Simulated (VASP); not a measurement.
# ZrS2 (P-3m1) in VASP: notebook

The runs below take ZrS2 through single point, with r2SCAN, HSE06.

Everything below comes from runs of VASP 6.6.1. Logs are shortened: lines on timing, memory, paths and dates and some standing lists are left out, and cuts for length are marked.

## 1. The cell of the first run

It takes space group P-3m1 (No. 164, trigonal). Conventional cell: a = 3.674 Å, b = 3.674 Å, c = 5.681 Å, α = 90.00°, β = 90.00°, γ = 120.00°. Zr (site symmetry -3m) has 6 S at 2.56 Å within 3.4 Å. Within 3.7 Å of S (site symmetry 3m) lie 3 Zr at 2.56 Å and 12 S at 3.52 to 3.67 Å.

## 2. Single point, r2SCAN, non-collinear spin, zero start, spin-orbit coupling (uniaxial z strain -3.0%)

File POSCAR:

```
ZrS2
1.0
    3.6743990850      0.0000000000      0.0000000000
   -1.8371995425      3.1821229513      0.0000000000
    0.0000000000      0.0000000000      5.6811505859
Zr S
1 2
Direct
    0.0000000000      0.0000000000      0.0000000000
    0.3333333333      0.6666666667      0.2527282707
    0.6666666667      0.3333333333      0.7472717293
```

File INCAR.step1:

```
SYSTEM = ZrS2
PREC = Accurate
ENCUT = 550
ISMEAR = -1
SIGMA = 0.02
LREAL = .False.
LASPH = .True.
NELM = 200
LNONCOLLINEAR = .True.
MAGMOM = 0 0 0 0 0 0 0 0 0
LSORBIT = .True.
GGA_COMPAT = .False.
LMAXMIX = 4
NBANDS = 37
GGA = PE
ALGO = Normal
EDIFF = 1E-5
LWAVE = .True.
LCHARG = .False.
```

File INCAR.step2:

```
SYSTEM = ZrS2
PREC = Accurate
ENCUT = 550
EDIFF = 1E-6
ISMEAR = -1
SIGMA = 0.02
LREAL = .False.
LASPH = .True.
NELM = 200
ALGO = Normal
ISIF = 2
LWAVE = .False.
LCHARG = .False.
LNONCOLLINEAR = .True.
MAGMOM = 0 0 0 0 0 0 0 0 0
LORBIT = 11
LSORBIT = .True.
GGA_COMPAT = .False.
LORBMOM = .True.
LMAXMIX = 4
METAGGA = R2SCAN
LMIXTAU = .True.
NBANDS = 37
ISTART = 1
```

File KPOINTS:

```
regular mesh
0
Gamma
  12 12 4
  0 0 0
```

Potentials or basis: VASP PAW PBE potentials, release 64 (Zr_sv, S).

The run is started by

```bash
cat potpaw_PBE.64/Zr_sv/POTCAR potpaw_PBE.64/S/POTCAR > POTCAR
cp INCAR.step1 INCAR
mpirun -np 1 vasp_ncl > vasp.out
cp INCAR.step2 INCAR
mpirun -np 1 vasp_ncl > vasp.out
```

OUTCAR:

```text
SYSTEM = ZrS2
   PREC = Accurate
   ENCUT = 550
   EDIFF = 1E-6
   ISMEAR = -1
   LREAL = .False.
   LASPH = .True.
   NELM = 200
   ISIF = 2
   LNONCOLLINEAR = .True.
   LORBIT = 11
   LSORBIT = .True.
   METAGGA = R2SCAN
   ISTART = 1

 ion  position               nearest neighbor table
   1  0.000  0.000  0.000-   2 2.56   3 2.56   3 2.56   2 2.56   3 2.56   2 2.56
   2  0.333  0.667  0.253-   1 2.56   1 2.56   1 2.56
   3  0.667  0.333  0.747-   1 2.56   1 2.56   1 2.56

  LATTYP: Found a hexagonal cell.
 ALAT       =     3.6743990850
 C/A-ratio  =     1.5461441325

  Lattice vectors:

 A1 = (   3.6743990850,   0.0000000000,   0.0000000000)
 A2 = (  -1.8371995425,   3.1821229513,   0.0000000000)
 A3 = (   0.0000000000,   0.0000000000,   5.6811505859)

Analysis of symmetry for initial positions (statically):
=====================================================================
 Subroutine PRICEL returns:
 Original cell was already a primitive cell.

 Routine SETGRP: Setting up the symmetry group for a
 hexagonal supercell.

 Subroutine GETGRP returns: Found 12 space group operations
 (whereof 12 operations were pure point group operations)
 out of a pool of 24 trial point group operations.

The static configuration has the point symmetry D_3d.

Analysis of symmetry for dynamics (positions and initial velocities):
=====================================================================
 Subroutine PRICEL returns:
 Original cell was already a primitive cell.

 Routine SETGRP: Setting up the symmetry group for a
 hexagonal supercell.

 Subroutine GETGRP returns: Found 12 space group operations
 (whereof 12 operations were pure point group operations)
 out of a pool of 24 trial point group operations.

The dynamic configuration has the point symmetry D_3d.

Analysis of structural, dynamic, and magnetic symmetry:
=====================================================================
 Subroutine PRICEL returns:
 Original cell was already a primitive cell.

 Routine SETGRP: Setting up the symmetry group for a
 hexagonal supercell.

 Subroutine GETGRP returns: Found 12 space group operations
 (whereof 12 operations were pure point group operations)
 out of a pool of 24 trial point group operations.

The overall configuration has the point symmetry D_3d.

 Subroutine INISYM returns: Found 12 space group operations
 (whereof 12 operations are pure point group operations),
 and found     1 'primitive' translations

----------------------------------------------------------------------------------------

                                     Primitive cell

  volume of cell :      66.4262

  direct lattice vectors                    reciprocal lattice vectors
     3.674399085  0.000000000  0.000000000     0.272153344  0.157127807  0.000000000
    -1.837199543  3.182122951  0.000000000     0.000000000  0.314255613  0.000000000
     0.000000000  0.000000000  5.681150586     0.000000000  0.000000000  0.176020682

  length of vectors
     3.674399085  3.674399085  5.681150586     0.314255613  0.314255613  0.176020682

  position of ions in fractional coordinates (direct lattice)
     0.000000000  0.000000000  0.000000000
     0.333333333  0.666666667  0.252728271
     0.666666667  0.333333333  0.747271729

  ion indices of the primitive-cell ions
   primitive index   ion index
                 1           1
                 2           2
                 3           3

----------------------------------------------------------------------------------------

 KPOINTS: regular mesh

Automatic generation of k-mesh.
 Grid dimensions read from file:
 generate k-points for:   12   12    4

 Generating k-lattice:

  Cartesian coordinates                     Fractional coordinates (reciprocal lattice)
     0.022679445  0.013093984  0.000000000     0.083333333  0.000000000  0.000000000
     0.000000000  0.026187968  0.000000000     0.000000000  0.083333333  0.000000000
[... 97 lines left out ...]

 number of electron      24.0000000 magnetization       0.0000000      0.0000000      0.0000000

 Free energy of the ion-electron system (eV)
  ---------------------------------------------------
  ext. energy  EPLUGINS =         0.00000000
  ---------------------------------------------------
  free energy    TOTEN  =       -44.19508990 eV

  energy without entropy =      -44.19508990  energy(sigma->0) =      -44.19508990

 E-fermi :   5.4251     XC(G=0): -10.2848

 val. band max:        4.9769065959   @ k =   0.0000   0.0000   0.0000
 cond. band min:       5.9986682576   @ k =   0.5000   0.0000   0.5000
 fundamental gap:      1.0217616617
 Fermi energy:         5.4250863607

 k-point     1 :       0.0000    0.0000    0.0000
  band No.  band energies     occupation
      1     -45.9114      1.00000
      2     -45.9114      1.00000
      3     -24.3344      1.00000
      4     -24.3344      1.00000
      5     -22.6576      1.00000
      6     -22.6576      1.00000
[... 925 lines left out ...]
     35      12.3673      0.00000
     36      12.3673      0.00000

 [... further k-points ...]

 [bands above 36 left out]

------------------------ aborting loop because EDIFF is reached ----------------------------------------

  FORCE on cell =-STRESS in cart. coord.  units (eV):
  Direction    XX          YY          ZZ          XY          YZ          ZX
  --------------------------------------------------------------------------------------
  -------------------------------------------------------------------------------------
  Total        0.5047141      0.5047141      0.9781315      0.0000000      0.0000000      0.0000000
  in kB       12.1735280     12.1735280     23.5921888      0.0000000      0.0000000      0.0000000
  external PRESSURE =      15.9797483 kB  Pullay stress =       0.0000000 kB

 VOLUME and BASIS-vectors are now :
 -----------------------------------------------------------------------------
  energy-cutoff  :      550.00
  volume of cell :       66.43
      direct lattice vectors                 reciprocal lattice vectors
     3.674399085  0.000000000  0.000000000     0.272153344  0.157127807  0.000000000
    -1.837199543  3.182122951  0.000000000     0.000000000  0.314255613  0.000000000
     0.000000000  0.000000000  5.681150586     0.000000000  0.000000000  0.176020682

 POSITION                                       TOTAL-FORCE (eV/Angst)
 -----------------------------------------------------------------------------------
      0.00000      0.00000      0.00000         0.000000      0.000000      0.000000
     -0.00000      2.12142      1.43579        -0.000000      0.000000     -0.039244
      1.83720      1.06071      4.24536        -0.000000     -0.000000      0.039244
 -----------------------------------------------------------------------------------
    total drift:                               -0.000000      0.000000      0.000000

  FREE ENERGIE OF THE ION-ELECTRON SYSTEM (eV)
  ---------------------------------------------------
  free  energy   TOTEN  =       -44.1950899011 eV

  energy  without entropy=      -44.1950899011  energy(sigma->0) =      -44.19508990

 orbital moment (x)

 # of ion     p       d       tot
 ----------------------------------------
  1        -0.000   0.000   0.000
  2        -0.000   0.000  -0.000
  3        -0.000   0.000  -0.000
 ----------------------------------------
           -0.000   0.000  -0.000

 orbital moment (y)

 # of ion     p       d       tot
 ----------------------------------------
  1        -0.000   0.000  -0.000
  2         0.000   0.000   0.000
  3         0.000   0.000   0.000
 ----------------------------------------
            0.000   0.000   0.000

 orbital moment (z)

 # of ion     p       d       tot
 ----------------------------------------
  1         0.000   0.000   0.000
  2         0.000   0.000   0.000
  3         0.000   0.000   0.000
 ----------------------------------------
            0.000   0.000   0.000

 Spin-Orbit-Coupling matrix elements

 Ion:    1  E_soc:     -0.1309139
 l=   1
     0.0000000    -0.0212671    -0.0212941
    -0.0212671     0.0000000    -0.0212671
    -0.0212941    -0.0212671     0.0000000
 l=   2
     0.0000000    -0.0001254     0.0000000    -0.0001254    -0.0003941
    -0.0001254     0.0000000    -0.0002877    -0.0001576    -0.0001254
     0.0000000    -0.0002877     0.0000000    -0.0002877     0.0000000
    -0.0001254    -0.0001576    -0.0002877     0.0000000    -0.0001254
    -0.0003941    -0.0001254     0.0000000    -0.0001254     0.0000000
 l=   3
     0.0000000     0.0000000     0.0000000     0.0000000     0.0000000     0.0000000     0.0000000
     0.0000000     0.0000000     0.0000000     0.0000000     0.0000000     0.0000000     0.0000000
     0.0000000     0.0000000     0.0000000     0.0000000     0.0000000     0.0000000     0.0000000
     0.0000000     0.0000000     0.0000000     0.0000000     0.0000000     0.0000000     0.0000000
[... 29 lines left out ...]
 l=   2
     0.0000000     0.0000000     0.0000000     0.0000000     0.0000000
     0.0000000     0.0000000     0.0000000     0.0000000     0.0000000
     0.0000000     0.0000000     0.0000000     0.0000000     0.0000000
     0.0000000     0.0000000     0.0000000     0.0000000     0.0000000
     0.0000000     0.0000000     0.0000000     0.0000000     0.0000000
 l=   3
     0.0000000     0.0000000     0.0000000     0.0000000     0.0000000     0.0000000     0.0000000
     0.0000000     0.0000000     0.0000000     0.0000000     0.0000000     0.0000000     0.0000000
     0.0000000     0.0000000     0.0000000     0.0000000     0.0000000     0.0000000     0.0000000
     0.0000000     0.0000000     0.0000000     0.0000000     0.0000000     0.0000000     0.0000000
     0.0000000     0.0000000     0.0000000     0.0000000     0.0000000     0.0000000     0.0000000
     0.0000000     0.0000000     0.0000000     0.0000000     0.0000000     0.0000000     0.0000000
     0.0000000     0.0000000     0.0000000     0.0000000     0.0000000     0.0000000     0.0000000

 total charge

# of ion       s       p       d       tot
------------------------------------------
    1        2.166   6.026   1.385   9.577
    2        1.335   2.449   0.000   3.784
    3        1.335   2.449   0.000   3.784
--------------------------------------------------
tot          4.836  10.924   1.385  17.145

 magnetization (x)

# of ion       s       p       d       tot
------------------------------------------
    1       -0.000   0.000   0.000  -0.000
    2       -0.000  -0.000   0.000  -0.000
    3        0.000  -0.000   0.000  -0.000
--------------------------------------------------
tot         -0.000  -0.000   0.000  -0.000

 magnetization (y)

# of ion       s       p       d       tot
------------------------------------------
    1       -0.000   0.000   0.000  -0.000
    2       -0.000   0.000   0.000   0.000
    3        0.000   0.000   0.000   0.000
--------------------------------------------------
tot         -0.000   0.000   0.000   0.000

 magnetization (z)

# of ion       s       p       d       tot
------------------------------------------
    1       -0.000  -0.000  -0.000  -0.000
    2        0.000   0.000   0.000   0.000
    3        0.000   0.000   0.000   0.000
--------------------------------------------------
tot         -0.000  -0.000  -0.000  -0.000
```

It took 24 min on 1 thread of Intel Xeon Platinum 8259CL at 2.50GHz (Skylake/Cascade Lake), shared host; peak memory 0.56 GiB.

Results:

| Property | Result |
| --- | --- |
| Free energy | -44.1951 eV |
| Pressure | 1.6 GPa |
| Largest force | 0.039 eV/Å |
| Net moment | 0.00 μB per cell |
| Valence electrons inside the program's atomic spheres | Zr 9.58; S 3.78 |

Forces in eV/Å, atoms in the order of the input:
```
Zr   0.000  0.000  0.000
S    0.000  0.000 -0.039
S    0.000  0.000  0.039
```

Stress tensor (GPa, compression positive):
```
1.22 0.00 0.00
0.00 1.22 0.00
0.00 0.00 2.36
```

Moments on the atoms (μB; x, y, z):
```
Zr  0.00 0.00 0.00
S   0.00 0.00 0.00
S   0.00 0.00 0.00
```

Caveat: the cell differs from its parent crystal (uniaxial z strain -3.0%); the PAW data sets were made with another functional, which shifts forces and pressure a little.

## 3. Single point, HSE06 (uniaxial z strain +3.0%)

File POSCAR:

```
ZrS2
1.0
    3.6743990850      0.0000000000      0.0000000000
   -1.8371995425      3.1821229513      0.0000000000
    0.0000000000      0.0000000000      6.0325619624
Zr S
1 2
Direct
    0.0000000000      0.0000000000      0.0000000000
    0.3333333333      0.6666666667      0.2397614612
    0.6666666667      0.3333333333      0.7602385388
```

File INCAR.step1:

```
SYSTEM = ZrS2
ALGO = Normal ; EDIFF = 1E-5
ENCUT = 400 ; GGA = PE
GGA_COMPAT = .False. ; ISIF = 2
ISMEAR = 0 ; LASPH = .True.
LCHARG = .False. ; LREAL = .False.
LWAVE = .True. ; NBANDS = 19
NELM = 120 ; PREC = Accurate
SIGMA = 0.01
```

File INCAR.step2:

```
SYSTEM = ZrS2
ALGO = Normal ; EDIFF = 1E-6
ENCUT = 400 ; GGA = PE
GGA_COMPAT = .False. ; HFSCREEN = 0.2079
ISIF = 2 ; ISMEAR = 0
ISTART = 1 ; LASPH = .True.
LCHARG = .False. ; LHFCALC = .True.
LREAL = .False. ; LWAVE = .False.
NBANDS = 19 ; NELM = 120
PREC = Accurate ; PRECFOCK = Normal
SIGMA = 0.01
```

File KPOINTS:

```
k-points
0
Gamma
  6 6 4
  0 0 0
```

Potentials or basis: VASP PAW PBE potentials, release 64 (Zr_sv, S).

The run is started by

```bash
cat potpaw_PBE.64/Zr_sv/POTCAR potpaw_PBE.64/S/POTCAR > POTCAR
cp INCAR.step1 INCAR
mpirun -np 1 vasp_std > vasp.out
cp INCAR.step2 INCAR
mpirun -np 1 vasp_std > vasp.out
```

Run time: 62 min. Hardware: 1 thread of Oxide Virtual Turin-like, shared host; peak memory 0.25 GiB.

The run converged. Its results:

```
Free energy            : -25.4340 eV
Pressure               : -0.4 GPa
Largest force          : 0.190 eV/Å
Band gap on the k mesh : 1.84 eV (least direct gap 2.56 eV)
```

Forces in eV/Å, atoms in the order of the input:
```
Zr   0.000  0.000  0.000
S    0.000  0.000 -0.190
S    0.000  0.000  0.190
```

Stress tensor (GPa, compression positive):
```
-0.44  0.00  0.00
 0.00 -0.44  0.00
 0.00  0.00 -0.37
```

Levels at points of the mesh, in eV from the valence-band top:
```
           k point  band 9  band 10  band 11  band 12  band 13  band 14  band 15  band 16
(0.00, 0.00, 0.00)   -2.99    -0.02    -0.02     0.00     2.56     2.56     3.44     6.06
(0.50, 0.00, 0.00)   -2.66    -2.55    -1.83    -1.26     2.01     4.45     4.76     6.87
(0.00, 0.00, 0.50)   -2.96    -1.69    -0.13    -0.13     2.53     2.53     3.80     6.38
(0.50, 0.00, 0.50)   -2.79    -2.42    -1.04    -0.87     1.84     4.43     4.76     6.43
```

Caveat: the cell differs from its parent crystal (uniaxial z strain +3.0%); the PAW data sets were made with another functional, which shifts forces and pressure a little; this functional lacks dispersion, which binds layers or chains, so the pressure and a relaxed spacing across them are unreliable.
